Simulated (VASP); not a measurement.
Set up this calculation in VASP 6.6.1, as the native input.

* Task: single point
* Functional: LDA
* Potentials or basis: VASP PAW LDA potentials, release 64 (Pt)
* Cutoff: 520 eV
* k mesh: 16 × 16 × 9
* Occupations: fermi-dirac, width 0.08 eV
* Spin: no spin polarisation
* Dipole correction: no
* Further INCAR settings: ALGO = Normal; EDIFF = 1e-07; NBANDS = 17

The structure of Pt lies in POSCAR:

```
Pt
1.0
    2.5734668649      0.0000000000      0.0000000000
   -1.2867334325      2.2286876808      0.0000000000
    0.0000000000      0.0000000000      4.3526363915
Pt
2
Direct
    0.3333333333      0.6666666667      0.2500000000
    0.6666666667      0.3333333333      0.7500000000
```

One way to write it, as run:

INCAR

```
PREC     = Accurate       # precision mode
ENCUT    = 520            # plane-wave cutoff, eV
EDIFF    = 1E-7           # SCF threshold, eV
ISMEAR   = -1             # smearing method
SIGMA    = 0.08           # smearing width, eV
LREAL    = False          # projectors in reciprocal space
LASPH    = True           # aspherical terms in the spheres
NELM     = 60             # most SCF steps
ALGO     = Normal         # electronic algorithm
ISIF     = 2              # what is computed and relaxed
LWAVE    = False          # write WAVECAR
LCHARG   = False          # write CHGCAR
NBANDS   = 17             # bands
```

KPOINTS

```
regular mesh
0
Gamma
  16 16 9
```

Potentials or basis: VASP PAW LDA potentials, release 64 (Pt).

Command:

```sh
$ cat potpaw_LDA.64/Pt/POTCAR > POTCAR
$ mpirun -np 1 vasp_std > vasp.out
```

It gave:

```yaml
Pressure: 84.5 GPa
Band_gap_on_the_k_mesh: zero (band 10 reaches 15.90 eV, above the bottom of band 11 at 14.09 eV)
```

Caveat: spin-orbit coupling is left out, which moves the levels of the heavy elements.

Run time: 56 s on 1 thread of Intel(R) Xeon(R) Platinum 8375C CPU @ 2.90GHz (Ice Lake), on a shared host, peak memory 0.16 GiB.
